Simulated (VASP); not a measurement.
A run of VASP 6.6.1 is set up as follows.

The input INCAR:

```
PREC     = Accurate       # precision mode
ENCUT    = 520            # plane-wave cutoff, eV
EDIFF    = 1E-6           # SCF threshold, eV
ISMEAR   = 0              # smearing method
SIGMA    = 0.02           # smearing width, eV
LREAL    = F              # projectors in reciprocal space
LASPH    = T              # aspherical terms in the spheres
NELM     = 80             # most SCF steps
ALGO     = Normal         # electronic algorithm
ISIF     = 2              # what is computed and relaxed
LWAVE    = F              # write WAVECAR
LCHARG   = F              # write CHGCAR
NBANDS   = 21             # bands
```

File KPOINTS:

```
Automatic mesh
0
Gamma
  8 8 6
```

File POSCAR:

```
AlGaN2
1.0
    3.1152864669      0.0000000000      0.0000000000
    0.0000000000      3.1152864669      0.0000000000
    0.0000000000      0.0000000000      4.2966435968
Al Ga N
1 1 2
Direct
    0.5000000000      0.5000000000      0.5000000000
    0.0000000000      0.0000000000      0.0000000000
    0.5000000000      0.0000000000      0.7396592690
    0.0000000000      0.5000000000      0.2603407310
```

Potentials or basis: VASP PAW LDA potentials, release 64 (Al, Ga_d, N).

Run with:

```sh
$ cat potpaw_LDA.64/Al/POTCAR potpaw_LDA.64/Ga_d/POTCAR potpaw_LDA.64/N/POTCAR > POTCAR
$ mpirun -np 1 vasp_std > vasp.out
```

Estimate the largest force.

0.030 eV/Å.

Predict the band gap on the k mesh.

3.24 eV, direct.

What does it give for the pressure?

5.2 GPa.

Forces on the atoms (eV/Å):
```
Al   0.000  0.000  0.000
Ga   0.000  0.000  0.000
N    0.000  0.000 -0.030
N    0.000  0.000  0.030
```

Caveat: the cell differs from its parent crystal (strain along c alone, the other axes held: -2.0 %, then relaxed in part). A k mesh can miss the band edges.
